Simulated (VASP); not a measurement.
# Al3As (I4/mmm) in VASP: notebook

The runs below take Al3As through single point, relaxation of cell and atoms, with PBE.

Everything below comes from runs of VASP 6.6.1. Logs are shortened: lines on timing, memory, paths and dates and some standing lists are left out, and cuts for length are marked.

**1. The cell of the first run**

The structure is tetragonal, space group I4/mmm (No. 139). The conventional cell has a = 3.899 Å, b = 3.899 Å, c = 8.709 Å, α = 90.00°, β = 90.00°, γ = 90.00°. Within 3.6 Å of Al (site symmetry 4/mmm) lie 4 As at 2.76 Å and 8 Al at 2.92 Å. Al (site symmetry -4m2) has 8 Al at 2.76 to 2.92 Å and 4 As at 2.92 Å within 3.6 Å. Within 3.6 Å of As (site symmetry 4/mmm) lie 12 Al at 2.76 to 2.92 Å.

**2. Single point, PBE**

File INCAR:

```
SYSTEM = Al3As
PREC     = Accurate       ! precision mode
ENCUT    = 520            ! plane-wave cutoff, eV
EDIFF    = 1E-7           ! SCF threshold, eV
ISMEAR   = 0              ! smearing method
SIGMA    = 0.1            ! smearing width, eV
LREAL    = .False.        ! projectors in reciprocal space
LASPH    = .True.         ! aspherical terms in the spheres
NELM     = 60             ! most SCF steps
ALGO     = Normal         ! electronic algorithm
ISIF     = 2              ! what is computed and relaxed
LWAVE    = .False.        ! write WAVECAR
LCHARG   = .False.        ! write CHGCAR
GGA      = PE             ! functional
NBANDS   = 15             ! bands
```

File KPOINTS:

```
Automatic mesh
0
Gamma
  6 6 6
  0 0 0
```

File POSCAR:

```
Al3As
1.0
   -1.9493197514      1.9493197514      4.3543246396
    1.9493197514     -1.9493197514      4.3543246396
    1.9493197514      1.9493197514     -4.3543246396
Al As
3 1
Direct
    0.5000000000      0.5000000000      0.0000000000
    0.2500000000      0.7500000000      0.5000000000
    0.7500000000      0.2500000000      0.5000000000
    0.0000000000      0.0000000000      0.0000000000
```

Potentials or basis: VASP PAW PBE potentials, release 64 (Al, As).

The run is started by

```console
$ cat potpaw_PBE.64/Al/POTCAR potpaw_PBE.64/As/POTCAR > POTCAR
$ mpirun -np 1 vasp_std > vasp.out
```

OUTCAR:

```text
SYSTEM = Al3As
   PREC = Accurate
   ENCUT = 520
   EDIFF = 1E-7
   ISMEAR = 0
   LREAL = .False.
   LASPH = .True.
   NELM = 60
   ISIF = 2
   GGA = PE

 ion  position               nearest neighbor table
   1  0.500  0.500  0.000-   4 2.76   4 2.76   4 2.76   4 2.76   3 2.92   2 2.92   3 2.92   3 2.92
                             2 2.92   2 2.92   3 2.92   2 2.92
   2  0.250  0.750  0.500-   3 2.76   3 2.76   3 2.76   3 2.76   4 2.92   1 2.92   4 2.92   1 2.92
                             4 2.92   4 2.92   1 2.92   1 2.92
   3  0.750  0.250  0.500-   2 2.76   2 2.76   2 2.76   2 2.76   4 2.92   1 2.92   4 2.92   4 2.92
                             1 2.92   1 2.92   4 2.92   1 2.92
   4  0.000  0.000  0.000-   1 2.76   1 2.76   1 2.76   1 2.76   3 2.92   2 2.92   3 2.92   2 2.92
                             3 2.92   3 2.92   2 2.92   2 2.92

  LATTYP: Found a body centered tetragonal cell.
 ALAT       =     3.8986395028
 C/A-ratio  =     2.2337662338

  Lattice vectors:

 A1 = (  -1.9493197514,   1.9493197514,   4.3543246396)
 A2 = (   1.9493197514,  -1.9493197514,   4.3543246396)
 A3 = (   1.9493197514,   1.9493197514,  -4.3543246396)

Analysis of symmetry for initial positions (statically):
=====================================================================
 Subroutine PRICEL returns:
 Original cell was already a primitive cell.

 Routine SETGRP: Setting up the symmetry group for a
 body centered tetragonal supercell.

 Subroutine GETGRP returns: Found 16 space group operations
 (whereof 16 operations were pure point group operations)
 out of a pool of 16 trial point group operations.

The static configuration has the point symmetry D_4h.

Analysis of symmetry for dynamics (positions and initial velocities):
=====================================================================
 Subroutine PRICEL returns:
 Original cell was already a primitive cell.

 Routine SETGRP: Setting up the symmetry group for a
 body centered tetragonal supercell.

 Subroutine GETGRP returns: Found 16 space group operations
 (whereof 16 operations were pure point group operations)
 out of a pool of 16 trial point group operations.

The dynamic configuration has the point symmetry D_4h.

 Subroutine INISYM returns: Found 16 space group operations
 (whereof 16 operations are pure point group operations),
 and found     1 'primitive' translations

----------------------------------------------------------------------------------------

                                     Primitive cell

  volume of cell :      66.1831

  direct lattice vectors                    reciprocal lattice vectors
    -1.949319751  1.949319751  4.354324640     0.000000000  0.256499735  0.114828370
     1.949319751 -1.949319751  4.354324640     0.256499735  0.000000000  0.114828370
     1.949319751  1.949319751 -4.354324640     0.256499735  0.256499735  0.000000000

  length of vectors
     5.153623779  5.153623779  5.153623779     0.281029658  0.281029658  0.362745404

  position of ions in fractional coordinates (direct lattice)
     0.500000000  0.500000000  0.000000000
     0.250000000  0.750000000  0.500000000
     0.750000000  0.250000000  0.500000000
     0.000000000  0.000000000  0.000000000

  ion indices of the primitive-cell ions
   primitive index   ion index
                 1           1
                 2           2
                 3           3
                 4           4

----------------------------------------------------------------------------------------

 KPOINTS: Automatic mesh

Automatic generation of k-mesh.
 Grid dimensions read from file:
 generate k-points for:    6    6    6

 Generating k-lattice:

  Cartesian coordinates                     Fractional coordinates (reciprocal lattice)
     0.000000000  0.042749956  0.019138062     0.166666667 -0.000000000  0.000000000
     0.042749956  0.000000000  0.019138062    -0.000000000  0.166666667  0.000000000
     0.042749956  0.042749956  0.000000000     0.000000000  0.000000000  0.166666667

  Length of vectors
     0.046838276  0.046838276  0.060457567

  Shift w.r.t. Gamma in fractional coordinates (k-lattice)
     0.000000000  0.000000000  0.000000000

 Subroutine IBZKPT returns following result:
 ===========================================

 Found     30 irreducible k-points:

 Following reciprocal coordinates:
            Coordinates               Weight
  0.000000  0.000000  0.000000      1.000000
  0.166667  0.000000  0.000000      8.000000
  0.333333 -0.000000  0.000000      8.000000
  0.500000 -0.000000  0.000000      4.000000
  0.166667  0.166667  0.000000      8.000000
  0.333333  0.166667  0.000000     16.000000
[... 16 lines left out ...]
 -0.333333 -0.333333  0.166667      8.000000
 -0.166667 -0.333333  0.166667      8.000000
 [... further k-points ...]
   k-points           NKPTS =     30   k-points in BZ     NKDIM =     30   number of bands    NBANDS=     15
   number of dos      NEDOS =    301   number of ions     NIONS =      4
   total plane-waves  NPLWV =  64000
   dimension x,y,z NGX =    40 NGY =   40 NGZ =   40
   dimension x,y,z NGXF=    80 NGYF=   80 NGZF=   80
   ions per type =               3   1
   NGX,Y,Z   is equivalent  to a cutoff of  12.90, 12.90, 12.90 a.u.
   NGXF,Y,Z  is equivalent  to a cutoff of  25.81, 25.81, 25.81 a.u.
 SYSTEM =  Al3As
   PREC   = accura    normal or accurate (medium, high low for compatibility)
   ISTART =      0    job   : 0-new  1-cont  2-samecut
   ICHARG =      2    charge: 1-file 2-atom 10-const
   ISPIN  =      1    spin polarized calculation?
   LNONCOLLINEAR =      F non collinear calculations
   LSORBIT =      F    spin-orbit coupling
   LASPH  =      T    aspherical Exc in radial PAW
   ENCUT  =  520.0 eV  38.22 Ry    6.18 a.u.   9.58  9.58  9.58*2*pi/ulx,y,z
   NELM   =     60;   NELMIN=  2; NELMDL= -5     # of ELM steps
   EDIFF  = 0.1E-06   stopping-criterion for ELM
   LREAL  =      F    real-space projection
   EDIFFG = 0.1E-05   stopping-criterion for IOM
   NSW    =      0    number of steps for IOM
   IBRION =     -1    ionic relax: 0-MD 1-quasi-New 2-CG
   NFREE  =      0    steps in history (QN), initial steepest desc. (CG)
   ISIF   =      2    stress and relaxation
   ISYM   =      2    0-nonsym 1-usesym 2-fastsym
   POTIM  = 0.5000    time-step for ionic-motion
   TEBEG  =    0.0;   TEEND  =   0.0 temperature during run
   PSTRESS=    0.0 pullay stress
   NELECT =      14.0000    total number of electrons
   NUPDOWN=      -1.0000    fix difference up-down
   EMIN   =  10.00;   EMAX   =-10.00  energy-range for DOS
   EFERMI =   0.00;   METHOD = LEGACY
   ISMEAR =     0;   SIGMA  =   0.10  broadening in eV -4-tet -1-fermi 0-gaus
   EFERMI_NEDOS =   21; number of points for ismear=-14 and -15
   IALGO  =     38    algorithm
   IMIX   =      4    mixing-type and parameters
     AMIX     =   0.40;   BMIX     =  1.00
     AMIX_MAG =   1.60;   BMIX_MAG =  1.00
  volume/ion in A,a.u.               =      16.55       111.66
  Fermi-wavevector in a.u.,A,eV,Ry     =   0.975443  1.843320 12.945792  0.951489
  Thomas-Fermi vector in A             =   2.105983
   LORBIT       =      0    0 simple, 1 ext, 2 COOP (PROOUT), +10 PAW based schemes
   GGA     = PE    functional components
   LHFCALC =     F    Hartree Fock is set to
   AEXX    =    0.0000 exact exchange contribution
   IVDW    =     0    specifies the selected vdW correction
   LEPSILON=     F    determine dielectric tensor
   LRPA    =     F    only Hartree local field effects (RPA)
 non-spin polarized calculation
 Gauss-broadening in eV      SIGMA  =   0.10
  energy-cutoff  :      520.00
  volume of cell :       66.18
 maximum number of plane-waves:      1806
 NGX is ok and might be reduce to    40
   NGX = 19   NGY = 19   NGZ = 19

 number of electron      14.0000000 magnetization

 Free energy of the ion-electron system (eV)
  ---------------------------------------------------
  ext. energy  EPLUGINS =         0.00000000
  ---------------------------------------------------
  free energy    TOTEN  =       -15.44961300 eV

  energy without entropy =      -15.43665651  energy(sigma->0) =      -15.44313476

 E-fermi :   8.1408     XC(G=0): -10.4821

 val. band max:        8.0855791819   @ k =  -0.1667  -0.3333   0.1667
 cond. band min:       8.1525174390   @ k =  -0.3333   0.5000   0.3333
 fundamental gap:      0.0669382571
 Fermi energy:         8.1407971978

 k-point     1 :       0.0000    0.0000    0.0000
  band No.  band energies     occupation
      1      -5.4280      2.00000
      2       2.1917      2.00000
      3       3.0032      2.00000
      4       5.2390      2.00000
      5       5.2390      2.00000
      6       6.8701      2.00000
      7       7.4797      2.00000
      8       7.4797      2.00000
      9       7.8197      1.99999
     10       8.6566      0.00000
     11       9.5719      0.00000
     12      13.6925      0.00000
     13      13.6925      0.00000
     14      14.2391      0.00000
     15      17.3121      0.00000

 k-point     2 :       0.1667    0.0000    0.0000
  band No.  band energies     occupation
      1      -5.1729      2.00000
      2       1.4331      2.00000
      3       3.1507      2.00000
      4       4.4032      2.00000
      5       5.3371      2.00000
      6       5.6007      2.00000
      7       7.5290      2.00000
      8       7.9165      1.99848
      9       9.1427      0.00000
     10      10.0513      0.00000
     11      11.3431      0.00000
     12      11.7390      0.00000
     13      12.3711      0.00000
     14      16.5591      0.00000
     15      16.7226      0.00000
[... 365 lines left out ...]
      3       2.2750      2.00000
      4       2.9705      2.00000
      5       6.8165      2.00000
      6       7.9402      1.99545
      7       8.2372      0.17284
      8       9.5586      0.00000
      9       9.9189      0.00000
     10      10.2677      0.00000
     11      11.6046      0.00000
     12      12.5641      0.00000
     13      12.9982      0.00000
     14      14.2747      0.00000
     15      15.1052      0.00000

 k-point    24 :      -0.1667   -0.3333    0.1667
  band No.  band energies     occupation
      1      -4.9039      2.00000
      2      -0.0234      2.00000
      3       2.5530      2.00000
      4       4.8764      2.00000
      5       5.6876      2.00000
      6       6.6244      2.00000
      7       8.0856      1.56514
      8       9.0823      0.00000
      9       9.4969      0.00000
     10      10.6806      0.00000
     11      11.7541      0.00000
     12      12.0640      0.00000
     13      13.1721      0.00000
     14      14.6836      0.00000
     15      15.2082      0.00000

 [... further k-points ...]
[... 5 lines left out ...]
  --------------------------------------------------------------------------------------
  -------------------------------------------------------------------------------------
  Total        1.8879731      1.8879731      1.5143432      0.0000000     -0.0000000      0.0000000
  in kB       45.7045487     45.7045487     36.6596180      0.0000000     -0.0000000      0.0000000
  external PRESSURE =      42.6895718 kB  Pullay stress =       0.0000000 kB

 VOLUME and BASIS-vectors are now :
 -----------------------------------------------------------------------------
  energy-cutoff  :      520.00
  volume of cell :       66.18
      direct lattice vectors                 reciprocal lattice vectors
    -1.949319751  1.949319751  4.354324640     0.000000000  0.256499735  0.114828370
     1.949319751 -1.949319751  4.354324640     0.256499735  0.000000000  0.114828370
     1.949319751  1.949319751 -4.354324640     0.256499735  0.256499735  0.000000000

 POSITION                                       TOTAL-FORCE (eV/Angst)
 -----------------------------------------------------------------------------------
      0.00000      0.00000      4.35432        -0.000000      0.000000     -0.000000
      1.94932      0.00000      2.17716        -0.000000      0.000000     -0.000000
      0.00000      1.94932      2.17716         0.000000     -0.000000      0.000000
      0.00000      0.00000      0.00000        -0.000000      0.000000     -0.000000
 -----------------------------------------------------------------------------------
    total drift:                               -0.000000     -0.000000      0.000000

  FREE ENERGIE OF THE ION-ELECTRON SYSTEM (eV)
  ---------------------------------------------------
  free  energy   TOTEN  =       -15.4496130035 eV

  energy  without entropy=      -15.4366565134  energy(sigma->0) =      -15.44313476
```

Wall time 20 s (1 thread of Intel Xeon 6975P-C (Granite Rapids), shared host); peak memory 0.24 GiB.

What came out:

* Free energy: -15.4496 eV
* Pressure: 4.3 GPa
* Band gap on the k mesh: zero (band 7 reaches 9.91 eV, above the bottom of band 8 at 6.06 eV)

Caveat: the k points lie up to 0.38 Å⁻¹ apart.

(Part 1 of 2 ends here.)
